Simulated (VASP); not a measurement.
Wanted: the native input for a VASP 6.6.1 run.

| Item | Value |
| --- | --- |
| Task | single point |
| Functional | r2SCAN |
| Potentials or basis | VASP PAW PBE potentials, release 64 (La) |
| Cutoff | 520 eV |
| k mesh | 7 × 7 × 10 |
| Occupations | fermi-dirac, width 0.05 eV |
| Spin | collinear spin |
| Starting moments | [1.0, 1.0, 1.0] μB |
| Dipole correction | no |
| Further INCAR settings | ALGO = Normal; EDIFF = 1e-06; NBANDS = 28 |

Crystal: La.

```
La
1.0
     5.90489    0.00000    0.00000
    -2.95244    5.11378    0.00000
     0.00000    0.00000    3.55094
La
3
Direct
  0.00000 0.00000 0.00000
  0.33333 0.66667 0.50000
  0.66667 0.33333 0.50000
```

This isn't the form of La at room conditions, which is double hcp.

The input as run:

POSCAR

```
La
1.0
    5.9048870564      0.0000000000      0.0000000000
   -2.9524435282      5.1137821973      0.0000000000
    0.0000000000      0.0000000000      3.5509399878
La
3
Direct
    0.0000000000      0.0000000000      0.0000000000
    0.3333333333      0.6666666667      0.5000000000
    0.6666666667      0.3333333333      0.5000000000
```

INCAR.step1

```
ALGO = Normal
EDIFF = 1E-4
ENCUT = 520
GGA = PE
ISMEAR = -1
ISPIN = 2
LASPH = T
LCHARG = F
LMAXMIX = 6
LREAL = F
LWAVE = T
MAGMOM = 1 1 1
NBANDS = 28
NELM = 150
PREC = Accurate
SIGMA = 0.05
```

INCAR.step2

```
ALGO = Normal
EDIFF = 1E-6
ENCUT = 520
ISIF = 2
ISMEAR = -1
ISPIN = 2
ISTART = 1
LASPH = T
LCHARG = F
LMAXMIX = 6
LMIXTAU = T
LORBIT = 11
LREAL = F
LWAVE = F
MAGMOM = 1 1 1
METAGGA = R2SCAN
NBANDS = 28
NELM = 150
PREC = Accurate
SIGMA = 0.05
```

KPOINTS

```
k-points
0
Gamma
  7 7 10
```

Potentials or basis: VASP PAW PBE potentials, release 64 (La).

Run with:

```bash
$ cat potpaw_PBE.64/La/POTCAR > POTCAR
$ cp INCAR.step1 INCAR
$ mpirun -np 1 vasp_std > vasp.out
$ cp INCAR.step2 INCAR
$ mpirun -np 1 vasp_std > vasp.out
```

It gave:

| Property | Result |
| --- | --- |
| Pressure | 1.3 GPa |
| Net moment | 0.00 μB per cell |
| Valence electrons inside the program's atomic spheres | La 8.57, 8.63 (each value once) |

Caveat: the PAW data sets were made with another functional, which shifts forces and pressure a little.

It took 38 min on 1 thread of Intel Xeon 8259CL (shared host), peak memory 0.47 GiB.
